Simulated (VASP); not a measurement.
# LiF: single point with r2SCAN

The system is LiF.

```
Li F
1.0
     0.00000    1.99510    1.99510
     1.99510    0.00000    1.99510
     1.99510    1.99510    0.00000
Li F
1 1
Direct
  0.00000 0.00000 0.00000
  0.50000 0.50000 0.50000
```

```yaml
Program: VASP 6.6.1
Task: single point
Functional: r2SCAN
Potentials_or_basis: VASP PAW PBE potentials, release 64 (Li_sv, F)
Cutoff: 520 eV
k_mesh: 8 × 8 × 8
Occupations: gaussian, width 0.01 eV
Spin: no spin polarisation
Dipole_correction: no
Further_INCAR_settings: ALGO = Normal; EDIFF = 1e-06; NBANDS = 12
```

| Property | Result |
| --- | --- |
| Band gap on the k mesh | 10.55 eV, direct |

Levels at points of the mesh, in eV from the valence-band top:
| k point | band 1 | band 2 | band 3 | band 4 | band 5 | band 6 | band 7 | band 8 | band 9 | band 10 |
| --- | --- | --- | --- | --- | --- | --- | --- | --- | --- | --- |
| (0.00, 0.00, 0.00) | -42.01 | -21.17 | 0.00 | 0.00 | 0.00 | 10.55 | 25.77 | 25.77 | 25.77 | 26.49 |
| (0.50, 0.00, 0.00) | -41.95 | -20.74 | -2.58 | -0.25 | -0.25 | 11.99 | 18.49 | 20.68 | 20.68 | 32.81 |
| (0.50, 0.50, 0.00) | -41.93 | -20.46 | -3.13 | -1.05 | -1.05 | 16.34 | 17.58 | 19.48 | 22.28 | 22.28 |

It took 18 s on 1 thread of AMD EPYC 9R45 96-Core Processor (Zen 5), with other jobs on the host, peak memory 0.1 GiB.

Caveat: the PAW data sets were made with another functional, which shifts forces and pressure a little. r2SCAN opens gaps a little over a GGA but as a rule still falls short of measured ones.
